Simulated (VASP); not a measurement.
TaN: single point with r2SCAN

TaN:

```
Ta N
1.0
     0.00000    2.36651    2.36651
     2.36651    0.00000    2.36651
     2.36651    2.36651    0.00000
Ta N
1 1
Cartesian
  0.0000 0.0000 0.0000
  1.1833 1.1833 1.1833
```

```
Program                : VASP 6.6.1
Task                   : single point
Functional             : r2SCAN
Potentials or basis    : VASP PAW PBE potentials, release 64 (Ta_pv, N)
Cutoff                 : 660 eV
k mesh                 : 12 × 12 × 12
Occupations            : gaussian, width 0.05 eV
Spin                   : collinear spin
Starting moments       : [2.0, 0.0] μB
Dipole correction      : no
Further INCAR settings : ALGO = Normal; EDIFF = 1e-06; NBANDS = 19
```

| Property | Result |
| --- | --- |
| Pressure | 1.2 GPa |
| Band gap on the k mesh | zero (filled and empty bands overlap) |
| Net moment | 0.00 μB per cell |
| Valence electrons inside the program's atomic spheres | Ta 8.94; N 3.82 |

Levels at points of the mesh, in eV from the Fermi level:
Spin up:
| k point | band 5 | band 6 | band 7 | band 8 | band 9 | band 10 | band 11 | band 12 |
| --- | --- | --- | --- | --- | --- | --- | --- | --- |
| (0.00, 0.00, 0.00) | -7.57 | -7.57 | -7.57 | -1.23 | 0.50 | 0.50 | 5.93 | 5.93 |
| (0.50, 0.00, 0.00) | -7.53 | -6.85 | -6.85 | 0.26 | 1.18 | 1.18 | 4.12 | 4.12 |
| (0.50, 0.50, 0.00) | -8.90 | -5.29 | -5.29 | -2.72 | 1.12 | 2.32 | 3.11 | 3.11 |
Spin down:
| k point | band 5 | band 6 | band 7 | band 8 | band 9 | band 10 | band 11 | band 12 |
| --- | --- | --- | --- | --- | --- | --- | --- | --- |
| (0.00, 0.00, 0.00) | -7.57 | -7.57 | -7.57 | -1.23 | 0.50 | 0.50 | 5.93 | 5.93 |
| (0.50, 0.00, 0.00) | -7.53 | -6.85 | -6.85 | 0.26 | 1.18 | 1.18 | 4.12 | 4.12 |
| (0.50, 0.50, 0.00) | -8.90 | -5.29 | -5.29 | -2.72 | 1.12 | 2.32 | 3.11 | 3.11 |

Run time: 2.4 min on 1 thread of Intel(R) Xeon(R) 6975P-C (Granite Rapids), on a shared host, peak memory 0.24 GiB.

Caveat: the PAW data sets were made with another functional, which shifts forces and pressure a little; spin-orbit coupling is left out, which moves the levels of the heavy elements.
